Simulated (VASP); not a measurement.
# AgCl (P4/mmm) in VASP: further runs

Runs on AgCl. Level: PBE. Tasks: single point.

All numbers are computed with VASP 6.6.1; they aren't measurements. Logs are shortened: lines on timing, memory, paths and dates and some standing lists are left out, and cuts for length are marked.

## (1) The cell of the first run

Symmetry: P4/mmm, No. 123, tetragonal system. The conventional cell has a = 3.331 Å, b = 3.331 Å, c = 3.434 Å, α = 90.00°, β = 90.00°, γ = 90.00°. Ag (site symmetry 4/mmm) has 8 Cl at 2.91 Å and 6 Ag at 3.33 to 3.43 Å within 3.8 Å. Within 3.8 Å of Cl (site symmetry 4/mmm) lie 8 Ag at 2.91 Å and 6 Cl at 3.33 to 3.43 Å.

## (2) Single point, PBE (equal xx and yy strain of -3 %)

Contents of INCAR:

```
SYSTEM = AgCl
PREC = Accurate ; ENCUT = 520
EDIFF = 1E-6 ; ISMEAR = -1
SIGMA = 0.01 ; LREAL = .False.
LASPH = .True. ; NELM = 100
ALGO = Normal ; ISIF = 2
LWAVE = .False. ; LCHARG = .True.
GGA = PE ; LELF = .True.
LVHAR = .True. ; NBANDS = 16
```

Contents of KPOINTS:

```
regular mesh
0
Gamma
  9 9 9
  0 0 0
```

Contents of POSCAR:

```
AgCl
1.0
    3.3309538100      0.0000000000      0.0000000000
    0.0000000000      3.3309538100      0.0000000000
    0.0000000000      0.0000000000      3.4339730000
Ag Cl
1 1
Direct
    0.0000000000      0.0000000000      0.0000000000
    0.5000000000      0.5000000000      0.5000000000
```

Potentials or basis: VASP PAW PBE potentials, release 64 (Ag, Cl).

Run with:

```console
> cat potpaw_PBE.64/Ag/POTCAR potpaw_PBE.64/Cl/POTCAR > POTCAR
> mpirun -np 1 vasp_std > vasp.out
```

OUTCAR:

```text
SYSTEM = AgCl
   PREC = Accurate
   ENCUT = 520
   EDIFF = 1E-6
   ISMEAR = -1
   LREAL = .False.
   LASPH = .True.
   NELM = 100
   ISIF = 2
   GGA = PE

 ion  position               nearest neighbor table
   1  0.000  0.000  0.000-   2 2.91   2 2.91   2 2.91   2 2.91   2 2.91   2 2.91   2 2.91   2 2.91

   2  0.500  0.500  0.500-   1 2.91   1 2.91   1 2.91   1 2.91   1 2.91   1 2.91   1 2.91   1 2.91

  LATTYP: Found a simple tetragonal cell.
 ALAT       =     3.3309538100
 C/A-ratio  =     1.0309278351

  Lattice vectors:

 A1 = (   3.3309538100,   0.0000000000,   0.0000000000)
 A2 = (   0.0000000000,   3.3309538100,   0.0000000000)
 A3 = (   0.0000000000,   0.0000000000,   3.4339730000)

Analysis of symmetry for initial positions (statically):
=====================================================================
 Subroutine PRICEL returns:
 Original cell was already a primitive cell.

 Routine SETGRP: Setting up the symmetry group for a
 simple tetragonal supercell.

 Subroutine GETGRP returns: Found 16 space group operations
 (whereof 16 operations were pure point group operations)
 out of a pool of 16 trial point group operations.

The static configuration has the point symmetry D_4h.

Analysis of symmetry for dynamics (positions and initial velocities):
=====================================================================
 Subroutine PRICEL returns:
 Original cell was already a primitive cell.

 Routine SETGRP: Setting up the symmetry group for a
 simple tetragonal supercell.

 Subroutine GETGRP returns: Found 16 space group operations
 (whereof 16 operations were pure point group operations)
 out of a pool of 16 trial point group operations.

The dynamic configuration has the point symmetry D_4h.

 Subroutine INISYM returns: Found 16 space group operations
 (whereof 16 operations are pure point group operations),
 and found     1 'primitive' translations

----------------------------------------------------------------------------------------

                                     Primitive cell

  volume of cell :      38.1008

  direct lattice vectors                    reciprocal lattice vectors
     3.330953810  0.000000000  0.000000000     0.300214310  0.000000000  0.000000000
     0.000000000  3.330953810  0.000000000     0.000000000  0.300214310  0.000000000
     0.000000000  0.000000000  3.433973000     0.000000000  0.000000000  0.291207881

  length of vectors
     3.330953810  3.330953810  3.433973000     0.300214310  0.300214310  0.291207881

  position of ions in fractional coordinates (direct lattice)
[... 79 lines left out ...]
   EDIFF  = 0.1E-05   stopping-criterion for ELM
   LREAL  =      F    real-space projection
   EDIFFG = 0.1E-04   stopping-criterion for IOM
   NSW    =      0    number of steps for IOM
   IBRION =     -1    ionic relax: 0-MD 1-quasi-New 2-CG
   NFREE  =      0    steps in history (QN), initial steepest desc. (CG)
   ISIF   =      2    stress and relaxation
   ISYM   =      2    0-nonsym 1-usesym 2-fastsym
   POTIM  = 0.5000    time-step for ionic-motion
   TEBEG  =    0.0;   TEEND  =   0.0 temperature during run
   PSTRESS=    0.0 pullay stress
   NELECT =      18.0000    total number of electrons
   NUPDOWN=      -1.0000    fix difference up-down
   EMIN   =  10.00;   EMAX   =-10.00  energy-range for DOS
   EFERMI =   0.00;   METHOD = LEGACY
   ISMEAR =    -1;   SIGMA  =   0.01  broadening in eV -4-tet -1-fermi 0-gaus
   EFERMI_NEDOS =   21; number of points for ismear=-14 and -15
   IALGO  =     38    algorithm
   IMIX   =      4    mixing-type and parameters
     AMIX     =   0.40;   BMIX     =  1.00
     AMIX_MAG =   1.60;   BMIX_MAG =  1.00
  volume/ion in A,a.u.               =      19.05       128.56
  Fermi-wavevector in a.u.,A,eV,Ry     =   1.275032  2.409460 22.119069  1.625706
  Thomas-Fermi vector in A             =   2.407767
   LORBIT       =      0    0 simple, 1 ext, 2 COOP (PROOUT), +10 PAW based schemes
   GGA     = PE    functional components
   LHFCALC =     F    Hartree Fock is set to
   AEXX    =    0.0000 exact exchange contribution
   IVDW    =     0    specifies the selected vdW correction
   LEPSILON=     F    determine dielectric tensor
   LRPA    =     F    only Hartree local field effects (RPA)
 non-spin polarized calculation
  energy-cutoff  :      520.00
  volume of cell :       38.10
 maximum number of plane-waves:      1042
 NGX is ok and might be reduce to    28
   NGX = 13   NGY = 13   NGZ = 13

 number of electron      18.0000001 magnetization

 Free energy of the ion-electron system (eV)
  ---------------------------------------------------
  ext. energy  EPLUGINS =         0.00000000
  ---------------------------------------------------
  free energy    TOTEN  =        -5.09773562 eV

  energy without entropy =       -5.09773562  energy(sigma->0) =       -5.09773562

 E-fermi :   4.9453     XC(G=0): -10.7125

 val. band max:        4.6595345607   @ k =   0.0000   0.0000   0.4444
 cond. band min:       5.2579802624   @ k =   0.0000   0.0000   0.0000
 fundamental gap:      0.5984457016
 Fermi energy:         4.9453141602

 k-point     1 :       0.0000    0.0000    0.0000
  band No.  band energies     occupation
      1     -10.2952      2.00000
      2       1.6540      2.00000
      3       1.7046      2.00000
      4       2.7383      2.00000
      5       2.7383      2.00000
      6       2.7626      2.00000
[... 433 lines left out ...]
      3       1.2967      2.00000
      4       1.7629      2.00000
      5       1.9770      2.00000
      6       2.6925      2.00000
[... 8 lines left out ...]
     15      19.6311      0.00000
     16      21.6377      0.00000

 [... further k-points ...]

------------------------ aborting loop because EDIFF is reached ----------------------------------------

  FORCE on cell =-STRESS in cart. coord.  units (eV):
  Direction    XX          YY          ZZ          XY          YZ          ZX
  --------------------------------------------------------------------------------------
  -------------------------------------------------------------------------------------
  Total        0.8567904      0.8567904      0.4851181      0.0000000      0.0000000      0.0000000
  in kB       36.0289042     36.0289042     20.3997102      0.0000000      0.0000000      0.0000000
  external PRESSURE =      30.8191729 kB  Pullay stress =       0.0000000 kB

 VOLUME and BASIS-vectors are now :
 -----------------------------------------------------------------------------
  energy-cutoff  :      520.00
  volume of cell :       38.10
      direct lattice vectors                 reciprocal lattice vectors
     3.330953810  0.000000000  0.000000000     0.300214310  0.000000000  0.000000000
     0.000000000  3.330953810  0.000000000     0.000000000  0.300214310  0.000000000
     0.000000000  0.000000000  3.433973000     0.000000000  0.000000000  0.291207881

 POSITION                                       TOTAL-FORCE (eV/Angst)
 -----------------------------------------------------------------------------------
      0.00000      0.00000      0.00000         0.000000      0.000000      0.000000
      1.66548      1.66548      1.71699         0.000000      0.000000      0.000000
 -----------------------------------------------------------------------------------
    total drift:                               -0.000000      0.000000      0.000000

  FREE ENERGIE OF THE ION-ELECTRON SYSTEM (eV)
  ---------------------------------------------------
  free  energy   TOTEN  =        -5.0977356240 eV

  energy  without entropy=       -5.0977356240  energy(sigma->0) =       -5.09773562
```

OSZICAR:

```text
N       E                     dE             d eps       ncg     rms          rms(c)
DAV:   1     0.998419694055E+02    0.99842E+02   -0.88195E+03  2440   0.103E+03
DAV:   2    -0.196693397118E+01   -0.10181E+03   -0.93650E+02  3040   0.224E+02
DAV:   3    -0.536614673410E+01   -0.33992E+01   -0.33925E+01  2840   0.436E+01
DAV:   4    -0.538721431095E+01   -0.21068E-01   -0.21066E-01  3080   0.373E+00
DAV:   5    -0.538745359691E+01   -0.23929E-03   -0.23929E-03  2976   0.387E-01    0.638E+00
DAV:   6    -0.510984476834E+01    0.27761E+00   -0.35693E-01  2912   0.868E+00    0.424E+00
DAV:   7    -0.510104294840E+01    0.88018E-02   -0.13708E-01  2712   0.247E+00    0.225E+00
DAV:   8    -0.509794590015E+01    0.30970E-02   -0.69367E-03  2856   0.854E-01    0.394E-01
DAV:   9    -0.509770758946E+01    0.23831E-03   -0.67682E-04  3208   0.378E-01    0.498E-02
DAV:  10    -0.509772959103E+01   -0.22002E-04   -0.99609E-05  2808   0.105E-01    0.401E-02
DAV:  11    -0.509773585148E+01   -0.62604E-05   -0.61859E-06  2904   0.215E-02    0.659E-03
DAV:  12    -0.509773562397E+01    0.22750E-06   -0.96419E-07  2080   0.905E-03
   1 F= -.50977356E+01 E0= -.50977356E+01  d E =-.150176E-14
```

Run time: 52 s. Hardware: 1 thread of Intel Xeon 8259CL, shared host; peak memory 0.19 GiB.

Results:

```
Free energy            : -5.0977 eV
Pressure               : 3.1 GPa
Band gap on the k mesh : 0.60 eV (least direct gap 2.19 eV)
```

Levels at points of the mesh, in eV from the valence-band top:
```csv
k point,band 6,band 7,band 8,band 9,band 10,band 11,band 12,band 13
"(0.00, 0.00, 0.00)",-1.90,-1.88,-1.59,-1.59,0.60,9.28,9.46,13.79
```

Caveat: the cell differs from its parent crystal (equal xx and yy strain of -3 %); the cell stands under pressure; an odd mesh through Γ misses points on the zone boundary, where band edges can lie.

## (3) Single point, PBE (zz strain of -3 %)

Contents of INCAR:

```
ALGO     = Normal         # electronic algorithm
EDIFF    = 1E-6           # SCF threshold, eV
ENCUT    = 520            # plane-wave cutoff, eV
GGA      = PE             # functional
ISIF     = 2              # what is computed and relaxed
ISMEAR   = -1             # smearing method
LASPH    = T              # aspherical terms in the spheres
LCHARG   = F              # write CHGCAR
LREAL    = F              # projectors in reciprocal space
LWAVE    = F              # write WAVECAR
NBANDS   = 16             # bands
NELM     = 100            # most SCF steps
PREC     = Accurate       # precision mode
SIGMA    = 0.01           # smearing width, eV
```

Contents of KPOINTS:

```
k-points
0
Gamma
  9 9 9
```

Contents of POSCAR:

```
AgCl
1.0
    3.4339730000      0.0000000000      0.0000000000
    0.0000000000      3.4339730000      0.0000000000
    0.0000000000      0.0000000000      3.3309538100
Ag Cl
1 1
Direct
    0.0000000000      0.0000000000      0.0000000000
    0.5000000000      0.5000000000      0.5000000000
```

Potentials or basis: VASP PAW PBE potentials, release 64 (Ag, Cl).

Run with:

```console
> cat potpaw_PBE.64/Ag/POTCAR potpaw_PBE.64/Cl/POTCAR > POTCAR
> mpirun -np 1 vasp_std > vasp.out
```

It took 54 s on 1 thread of Intel Xeon 8259CL, shared host; peak memory 0.19 GiB.

The run converged. Its results:

* Free energy: -5.1140 eV
* Pressure: 1.3 GPa
* Band gap on the k mesh: 0.57 eV (least direct gap 1.97 eV)

Stress tensor (GPa, compression positive):
```
0.76 0.00 0.00
0.00 0.76 0.00
0.00 0.00 2.36
```

Levels at points of the mesh, in eV from the valence-band top:
```
           k point  band 7  band 8  band 9  band 10  band 11  band 12
(0.00, 0.00, 0.00)   -1.71   -1.71   -1.41     0.57     9.29     9.50
```

Caveat: the cell differs from its parent crystal (zz strain of -3 %); an odd mesh through Γ misses points on the zone boundary, where band edges can lie.

## (4) Single point, PBE (zz strain of -2 %)

Contents of INCAR:

```
PREC     = Accurate       # precision mode
ENCUT    = 520            # plane-wave cutoff, eV
EDIFF    = 1E-7           # SCF threshold, eV
ISMEAR   = -1             # smearing method
SIGMA    = 0.01           # smearing width, eV
LREAL    = False          # projectors in reciprocal space
LASPH    = True           # aspherical terms in the spheres
NELM     = 100            # most SCF steps
ALGO     = Normal         # electronic algorithm
ISIF     = 2              # what is computed and relaxed
LWAVE    = False          # write WAVECAR
LCHARG   = False          # write CHGCAR
GGA      = PE             # functional
NBANDS   = 16             # bands
```

Contents of KPOINTS:

```
Automatic mesh
0
Gamma
  9 9 9
```

Edit POSCAR of step 3 so:

```diff
@@ -4,3 +4,3 @@
     0.0000000000      3.4339730000      0.0000000000
-    0.0000000000      0.0000000000      3.3309538100
+    0.0000000000      0.0000000000      3.3652935400
 Ag Cl
```

Run with:

```console
> cat potpaw_PBE.64/Ag/POTCAR potpaw_PBE.64/Cl/POTCAR > POTCAR
> mpirun -np 1 vasp_std > vasp.out
```

Run time: 69 s. Hardware: 1 thread of Intel Xeon 8259CL, shared host; peak memory 0.18 GiB.

Results (log left out):

```yaml
Free_energy: -5.1190 eV
Pressure: 0.7 GPa
Band_gap_on_the_k_mesh: 0.58 eV (least direct gap 2.01 eV)
```

Stress tensor (GPa, compression positive):
```
0.39 0.00 0.00
0.00 0.39 0.00
0.00 0.00 1.42
```

Levels at points of the mesh, in eV from the valence-band top:
```
           k point  band 6  band 7  band 8  band 9  band 10  band 11  band 12  band 13
(0.00, 0.00, 0.00)   -1.81   -1.63   -1.63   -1.43     0.58     9.35     9.49    13.70
```

Caveat: the cell differs from its parent crystal (zz strain of -2 %); an odd mesh through Γ misses points on the zone boundary, where band edges can lie.

## (5) Summary

| cell | gap on the mesh (eV) | pressure (GPa) |
| --- | --- | --- |
| a = 3.331, b = 3.331, c = 3.434 Å, 2 atoms | 0.60 | 3.1 |
| a = 3.434, b = 3.434, c = 3.331 Å, 2 atoms | 0.57 | 1.3 |
| a = 3.434, b = 3.434, c = 3.365 Å, 2 atoms | 0.58 | 0.7 |

Alike in all rows: task single point; level PBE; potentials or basis VASP PAW PBE potentials, release 64 (Ag, Cl); no spin polarisation; k mesh 9 × 9 × 9; cutoff (eV) 520; smearing fermi-dirac 0.01 eV.

Caveats: an odd mesh through Γ misses points on the zone boundary, where band edges can lie; the cell stands under pressure (at least some runs).

Absolute energies hang on the potentials; compare differences alone.
